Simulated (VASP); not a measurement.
# MgS (F-43m) in VASP: further runs, part 2 of 2

VASP 6.6.1.

### 3 Single point, LDA (volume scaled by 1.02)

Contents of INCAR:

```
SYSTEM = MgS
  ALGO = Normal
  EDIFF = 1E-7
  ENCUT = 520
  ISIF = 2
  ISMEAR = -1
  LASPH = .TRUE.
  LCHARG = .FALSE.
  LREAL = .FALSE.
  LWAVE = .FALSE.
  NBANDS = 11
  NELM = 80
  PREC = Accurate
  SIGMA = 0.05
```

Contents of KPOINTS:

```
k-points
0
G
  8 8 8
  0 0 0
```

Contents of POSCAR:

```
MgS
1.0
    0.0000000000      2.8518829780      2.8518829780
    2.8518829780      0.0000000000      2.8518829780
    2.8518829780      2.8518829780      0.0000000000
S Mg
1 1
Direct
    0.2500000000      0.2500000000      0.2500000000
    0.0000000000      0.0000000000      0.0000000000
```

Potentials or basis: VASP PAW LDA potentials, release 64 (S, Mg).

Run with:

```console
cat potpaw_LDA.64/S/POTCAR potpaw_LDA.64/Mg/POTCAR > POTCAR
mpirun -np 1 vasp_std > vasp.out
```

OUTCAR:

```text
SYSTEM = MgS
   EDIFF = 1E-7
   ENCUT = 520
   ISIF = 2
   ISMEAR = -1
   LASPH = .TRUE.
   LREAL = .FALSE.
   NELM = 80
   PREC = Accurate

 ion  position               nearest neighbor table
   1  0.250  0.250  0.250-   2 2.47   2 2.47   2 2.47   2 2.47
   2  0.000  0.000  0.000-   1 2.47   1 2.47   1 2.47   1 2.47

  LATTYP: Found a face centered cubic cell.
 ALAT       =     5.7037659560

  Lattice vectors:

 A1 = (   0.0000000000,   2.8518829780,   2.8518829780)
 A2 = (   2.8518829780,   0.0000000000,   2.8518829780)
 A3 = (   2.8518829780,   2.8518829780,   0.0000000000)

Analysis of symmetry for initial positions (statically):
=====================================================================
 Subroutine PRICEL returns:
 Original cell was already a primitive cell.

 Routine SETGRP: Setting up the symmetry group for a
 face centered cubic supercell.

 Subroutine GETGRP returns: Found 24 space group operations
 (whereof 24 operations were pure point group operations)
 out of a pool of 48 trial point group operations.

The static configuration has the point symmetry T_d .

Analysis of symmetry for dynamics (positions and initial velocities):
=====================================================================
 Subroutine PRICEL returns:
 Original cell was already a primitive cell.

 Routine SETGRP: Setting up the symmetry group for a
 face centered cubic supercell.

 Subroutine GETGRP returns: Found 24 space group operations
 (whereof 24 operations were pure point group operations)
 out of a pool of 48 trial point group operations.

The dynamic configuration has the point symmetry T_d .

 Subroutine INISYM returns: Found 24 space group operations
 (whereof 24 operations are pure point group operations),
 and found     1 'primitive' translations

----------------------------------------------------------------------------------------

                                     Primitive cell

  volume of cell :      46.3901

  direct lattice vectors                    reciprocal lattice vectors
     0.000000000  2.851882978  2.851882978    -0.175322762  0.175322762  0.175322762
     2.851882978  0.000000000  2.851882978     0.175322762 -0.175322762  0.175322762
[... 110 lines left out ...]
   GGA     = CA    functional components
   LHFCALC =     F    Hartree Fock is set to
   AEXX    =    0.0000 exact exchange contribution
   IVDW    =     0    specifies the selected vdW correction
   LEPSILON=     F    determine dielectric tensor
   LRPA    =     F    only Hartree local field effects (RPA)
 non-spin polarized calculation
  energy-cutoff  :      520.00
  volume of cell :       46.39
 maximum number of plane-waves:      1283
 NGX is ok and might be reduce to    30
   NGX = 15   NGY = 15   NGZ = 15

 number of electron       8.0000001 magnetization

 Free energy of the ion-electron system (eV)
  ---------------------------------------------------
  ext. energy  EPLUGINS =         0.00000000
  ---------------------------------------------------
  free energy    TOTEN  =        -9.36111792 eV

  energy without entropy =       -9.36111792  energy(sigma->0) =       -9.36111792

 E-fermi :   1.7746     XC(G=0):  -8.6777

 val. band max:        0.7562442011   @ k =   0.0000   0.0000   0.0000
 cond. band min:       3.8426980540   @ k =   0.0000   0.0000   0.0000
 fundamental gap:      3.0864538529
 Fermi energy:         1.7746280630

 k-point     1 :       0.0000    0.0000    0.0000
  band No.  band energies     occupation
      1     -10.4096      2.00000
      2       0.7562      2.00000
      3       0.7562      2.00000
      4       0.7562      2.00000
      5       3.8427      0.00000
      6       8.4660      0.00000
      7       8.4660      0.00000
      8       8.4660      0.00000
      9      11.4514      0.00000
     10      11.4514      0.00000
     11      13.9272      0.00000
[... 309 lines left out ...]
 k-point    24 :      -0.3750    0.2500    0.1250
  band No.  band energies     occupation
      1      -9.6331      2.00000
      2      -2.0316      2.00000
      3      -0.5483      2.00000
      4       0.1076      2.00000
      5       6.5778      0.00000
      6       6.9603      0.00000
      7       9.1825      0.00000
      8       9.3862      0.00000
      9      11.8251      0.00000
     10      13.2788      0.00000
     11      14.6779      0.00000

 [... further k-points ...]
[... 5 lines left out ...]
  --------------------------------------------------------------------------------------
  -------------------------------------------------------------------------------------
  Total       -1.0162713     -1.0162713     -1.0162713      0.0000000     -0.0000000      0.0000000
  in kB      -35.0990321    -35.0990321    -35.0990321      0.0000000     -0.0000000      0.0000000
  external PRESSURE =     -35.0990321 kB  Pullay stress =       0.0000000 kB

 VOLUME and BASIS-vectors are now :
 -----------------------------------------------------------------------------
  energy-cutoff  :      520.00
  volume of cell :       46.39
      direct lattice vectors                 reciprocal lattice vectors
     0.000000000  2.851882978  2.851882978    -0.175322762  0.175322762  0.175322762
     2.851882978  0.000000000  2.851882978     0.175322762 -0.175322762  0.175322762
     2.851882978  2.851882978  0.000000000     0.175322762  0.175322762 -0.175322762

 POSITION                                       TOTAL-FORCE (eV/Angst)
 -----------------------------------------------------------------------------------
      1.42594      1.42594      1.42594         0.000000      0.000000      0.000000
      0.00000      0.00000      0.00000        -0.000000     -0.000000     -0.000000
 -----------------------------------------------------------------------------------
    total drift:                               -0.000000     -0.000000     -0.000000

  FREE ENERGIE OF THE ION-ELECTRON SYSTEM (eV)
  ---------------------------------------------------
  free  energy   TOTEN  =        -9.3611179192 eV

  energy  without entropy=       -9.3611179191  energy(sigma->0) =       -9.36111792
```

OSZICAR:

```text
N       E                     dE             d eps       ncg     rms          rms(c)
DAV:   1     0.226658905375E+02    0.22666E+02   -0.33915E+03   646   0.570E+02
DAV:   2    -0.794147322151E+01   -0.30607E+02   -0.29263E+02   759   0.980E+01
DAV:   3    -0.991028290383E+01   -0.19688E+01   -0.19660E+01   800   0.268E+01
DAV:   4    -0.992495025238E+01   -0.14667E-01   -0.14665E-01   781   0.271E+00
DAV:   5    -0.992511979211E+01   -0.16954E-03   -0.16954E-03   807   0.285E-01    0.397E+00
DAV:   6    -0.941610579399E+01    0.50901E+00   -0.13166E+00   700   0.411E+00    0.294E+00
DAV:   7    -0.936633269237E+01    0.49773E-01   -0.22367E-01   775   0.182E+00    0.219E+00
DAV:   8    -0.936208451491E+01    0.42482E-02   -0.15453E-02   722   0.724E-01    0.116E+00
DAV:   9    -0.936109773185E+01    0.98678E-03   -0.22593E-03   743   0.231E-01    0.389E-01
DAV:  10    -0.936111883195E+01   -0.21100E-04   -0.66832E-05   755   0.438E-02    0.141E-01
DAV:  11    -0.936111810672E+01    0.72522E-06   -0.52436E-05   743   0.309E-02    0.527E-02
DAV:  12    -0.936111794962E+01    0.15711E-06   -0.12051E-06   771   0.579E-03    0.208E-02
DAV:  13    -0.936111791917E+01    0.30448E-07   -0.28308E-07   740   0.243E-03
   1 F= -.93611179E+01 E0= -.93611179E+01  d E =-.907718E-10
```

stdout:

```text
POSCAR found type information on POSCAR S Mg
 POSCAR found :  2 types and       2 ions
 scaLAPACK will be used
 LDA part: xc-table for (Slater(with rela. corr.)+CA(PZ))
 , standard interpolation
 POSCAR, INCAR and KPOINTS ok, starting setup
 FFT: planning ... GRIDC
 FFT: planning ... GRID_SOFT
 FFT: planning ... GRID
 WAVECAR not read
 entering main loop
```

Wall time 11 s (1 thread of Intel Xeon 6975P-C (Granite Rapids), shared host); peak memory 0.15 GiB.

What came out:

* Free energy: -9.3611 eV
* Pressure: -3.5 GPa
* Band gap on the k mesh: 3.09 eV, direct

### 4 Single point, LDA (volume scaled by 1.04)

Contents of INCAR:

```
SYSTEM = MgS
ALGO     = Normal         ! electronic algorithm
EDIFF    = 1E-6           ! SCF threshold, eV
ENCUT    = 520            ! plane-wave cutoff, eV
ISIF     = 2              ! what is computed and relaxed
ISMEAR   = -1             ! smearing method
LASPH    = .True.         ! aspherical terms in the spheres
LCHARG   = .False.        ! write CHGCAR
LREAL    = .False.        ! projectors in reciprocal space
LWAVE    = .False.        ! write WAVECAR
NBANDS   = 11             ! bands
NELM     = 60             ! most SCF steps
PREC     = Accurate       ! precision mode
SIGMA    = 0.05           ! smearing width, eV
```

Contents of KPOINTS:

```
k-points
0
Gamma
  8 8 8
  0 0 0
```

Contents of POSCAR:

```
MgS
1.0
    0.0000000000      2.8704022176      2.8704022176
    2.8704022176      0.0000000000      2.8704022176
    2.8704022176      2.8704022176      0.0000000000
S Mg
1 1
Direct
    0.2500000000      0.2500000000      0.2500000000
    0.0000000000      0.0000000000      0.0000000000
```

Run with:

```console
cat potpaw_LDA.64/S/POTCAR potpaw_LDA.64/Mg/POTCAR > POTCAR
mpirun -np 1 vasp_std > vasp.out
```

Run time: 8.8 s. Hardware: 1 thread of Intel Xeon 6975P-C (Granite Rapids), shared host; peak memory 0.15 GiB.

The run converged. Its results:

```
Free energy            : -9.3388 eV
Pressure               : -4.4 GPa
Band gap on the k mesh : 2.99 eV, direct
```

Levels at points of the mesh, in eV from the valence-band top:
```csv
k point,band 2,band 3,band 4,band 5,band 6,band 7
"(0.00, 0.00, 0.00)",0.00,0.00,0.00,2.99,7.66,7.66
"(0.50, 0.00, 0.00)",-3.07,-0.32,-0.32,4.72,7.40,7.40
"(0.50, 0.50, 0.00)",-2.77,-1.01,-1.01,3.69,5.37,10.50
```

### 5 Single point, LDA (volume scaled by 1.06)

Contents of INCAR:

```
ALGO     = Normal         # electronic algorithm
EDIFF    = 1E-6           # SCF threshold, eV
ENCUT    = 520            # plane-wave cutoff, eV
ISIF     = 2              # what is computed and relaxed
ISMEAR   = -1             # smearing method
LASPH    = True           # aspherical terms in the spheres
LCHARG   = True           # write CHGCAR
LELF     = True           # ELF
LREAL    = False          # projectors in reciprocal space
LVHAR    = True         
LWAVE    = False          # write WAVECAR
NBANDS   = 11             # bands
NELM     = 80             # most SCF steps
PREC     = Accurate       # precision mode
SIGMA    = 0.05           # smearing width, eV
```

Contents of KPOINTS:

```
k-points
0
Gamma
  8 8 8
```

Contents of POSCAR:

```
MgS
1.0
    0.0000000000      2.8886855272      2.8886855272
    2.8886855272      0.0000000000      2.8886855272
    2.8886855272      2.8886855272      0.0000000000
S Mg
1 1
Direct
    0.2500000000      0.2500000000      0.2500000000
    0.0000000000      0.0000000000      0.0000000000
```

Run with:

```console
cat potpaw_LDA.64/S/POTCAR potpaw_LDA.64/Mg/POTCAR > POTCAR
mpirun -np 1 vasp_std > vasp.out
```

Run time: 11 s. Hardware: 1 thread of Intel Xeon 6975P-C (Granite Rapids), shared host; peak memory 0.15 GiB.

The run converged. Its results:

* Free energy: -9.3117 eV
* Pressure: -5.2 GPa
* Band gap on the k mesh: 2.90 eV, direct

Levels at points of the mesh, in eV from the valence-band top:
```
           k point  band 1  band 2  band 3  band 4  band 5  band 6  band 7  band 8  band 9
(0.00, 0.00, 0.00)  -11.05    0.00    0.00    0.00    2.90    7.61    7.61    7.61   10.61
(0.50, 0.00, 0.00)  -10.43   -3.01   -0.32   -0.32    4.65    7.37    7.37    8.08   12.11
(0.50, 0.50, 0.00)  -10.24   -2.72   -0.99   -0.99    3.70    5.34   10.33   11.52   11.52
```

### 6 Single point, PBEsol (volume scaled by 1.04)

Contents of INCAR:

```
ALGO     = Normal         # electronic algorithm
EDIFF    = 1E-6           # SCF threshold, eV
ENCUT    = 520            # plane-wave cutoff, eV
GGA      = PS             # functional
ISIF     = 2              # what is computed and relaxed
ISMEAR   = -1             # smearing method
LASPH    = T              # aspherical terms in the spheres
LCHARG   = F              # write CHGCAR
LREAL    = F              # projectors in reciprocal space
LWAVE    = F              # write WAVECAR
NBANDS   = 11             # bands
NELM     = 100            # most SCF steps
PREC     = Accurate       # precision mode
SIGMA    = 0.05           # smearing width, eV
```

KPOINTS is that of step 5.

Contents of POSCAR:

```
MgS
1.0
    0.0000000000      2.8704022176      2.8704022176
    2.8704022176      0.0000000000      2.8704022176
    2.8704022176      2.8704022176      0.0000000000
S Mg
1 1
Direct
    0.2500000000      0.2500000000      0.2500000000
    0.0000000000      0.0000000000      0.0000000000
```

Potentials or basis: VASP PAW PBE potentials, release 64 (S, Mg).

Run with:

```console
cat potpaw_PBE.64/S/POTCAR potpaw_PBE.64/Mg/POTCAR > POTCAR
mpirun -np 1 vasp_std > vasp.out
```

It took 11 s on 1 thread of Intel Xeon 6975P-C (Granite Rapids), shared host; peak memory 0.16 GiB.

The run converged. Its results:

| Item | Value |
| --- | --- |
| Free energy | -8.8994 eV |
| Pressure | -2.6 GPa |
| Band gap on the k mesh | 3.10 eV, direct |

Levels at points of the mesh, in eV from the valence-band top:
```tsv
k point	band 1	band 2	band 3	band 4	band 5	band 6	band 7	band 8
(0.00, 0.00, 0.00)	-11.14	0.00	0.00	0.00	3.10	7.77	7.77	7.77
(0.50, 0.00, 0.00)	-10.50	-3.04	-0.32	-0.32	4.85	7.48	7.48	8.23
(0.50, 0.50, 0.00)	-10.30	-2.74	-1.00	-1.00	3.74	5.49	10.64	11.83
```

Caveat: the PAW data sets were made with another functional, which shifts forces and pressure a little.

### 7 Overview

| level | potentials or basis | cell | gap on the mesh (eV) | pressure (GPa) |
| --- | --- | --- | --- | --- |
| LDA | VASP PAW LDA potentials, release 64 (S, Mg) | a = 4.007 Å, angles 60.0°, 2 atoms | 3.18 | -2.5 |
| LDA | VASP PAW LDA potentials, release 64 (S, Mg) | a = 4.033 Å, angles 60.0°, 2 atoms | 3.09 | -3.5 |
| LDA | VASP PAW LDA potentials, release 64 (S, Mg) | a = 4.059 Å, angles 60.0°, 2 atoms | 2.99 | -4.4 |
| LDA | VASP PAW LDA potentials, release 64 (S, Mg) | a = 4.085 Å, angles 60.0°, 2 atoms | 2.90 | -5.2 |
| PBEsol | VASP PAW PBE potentials, release 64 (S, Mg) | a = 4.059 Å, angles 60.0°, 2 atoms | 3.10 | -2.6 |

Alike in all rows: task single point; no spin polarisation; k mesh 8 × 8 × 8; cutoff (eV) 520; smearing fermi-dirac 0.05 eV.

Caveats: the PAW data sets were made with another functional, which shifts forces and pressure a little (some runs).

Absolute energies hang on the potentials; compare differences alone.
